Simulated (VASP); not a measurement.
CdS, 2 atoms in the cell. It takes space group Fm-3m (No. 225, cubic). The conventional cell has a = 5.506 Å, b = 5.506 Å, c = 5.506 Å, α = 90.00°, β = 90.00°, γ = 90.00°. Within 3.6 Å of Cd (site symmetry m-3m) lie 6 S at 2.75 Å. S (site symmetry m-3m) has 6 Cd at 2.75 Å within 3.6 Å. 

- Program: VASP 6.6.1
- Task: single point
- Functional: PBEsol
- Potentials or basis: VASP PAW PBE potentials, release 64 (Cd, S)
- Cutoff: 500 eV
- k mesh: 6 × 6 × 6
- Occupations: gaussian, width 0.01 eV
- Spin: no spin polarisation
- Dipole correction: no
- Further INCAR settings: ALGO = Normal; EDIFF = 1e-06; NBANDS = 16

Potentials or basis: VASP PAW PBE potentials, release 64 (Cd, S).

Command:

```console
$ cat potpaw_PBE.64/Cd/POTCAR potpaw_PBE.64/S/POTCAR > POTCAR
$ mpirun -np 1 vasp_std > vasp.out
```

Hardware: 1 thread of Intel Xeon 8259CL, on a shared host.

**Question.** Estimate the wall time of this run.

**Answer.** It took 22 s on 1 thread of Intel Xeon 8259CL (shared host), peak memory 0.15 GiB. Counts: scf iterations 13, k points 16.
